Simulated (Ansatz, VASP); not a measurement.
# Two plane-wave programs on Pb2O

```xyz
6
Lattice="5.3800 0.0000 0.0000 0.0000 5.3800 0.0000 0.0000 0.0000 5.3800" Properties=species:S:1:pos:R:3 pbc="T T T"
Pb    1.3450    1.3450    1.3450
Pb    4.0350    4.0350    1.3450
Pb    1.3450    4.0350    4.0350
Pb    4.0350    1.3450    4.0350
O     0.0000    0.0000    0.0000
O     2.6900    2.6900    2.6900
```

Alike in both runs: task relaxation of cell and atoms; functional PBEsol; k mesh 8 × 8 × 8; occupations gaussian, width 0.1 eV; no spin polarisation.

```csv
,VASP,Ansatz
version,VASP 6.6.1,Ansatz 0.2.0
potentials or method,"VASP PAW PBE potentials, release 64 (Pb_d, O), cutoff 600 eV","scalar-relativistic, plane waves, PAW"
valence electrons in the cell,68,68
```

|  | VASP | Ansatz | Ansatz less VASP |
| --- | --- | --- | --- |
| gap on the k mesh at the Fermi level, each at its own relaxed structure (eV) | none | none | - |
| relaxed volume (Å³/atom) | 25.95 | 25.95 | 0.000 |
| relaxed length of the cell vector where the two differ most in proportion (Å) | 5.380 | 5.380 | 0.0000 |

VASP's potentials were made for PBE, not for PBEsol. A gap of «none» marks a metal or a gap that the smearing closes.

Neither program's run includes spin-orbit coupling. Noted on VASP's run: the relaxation stopped at its first step, so nothing moved.
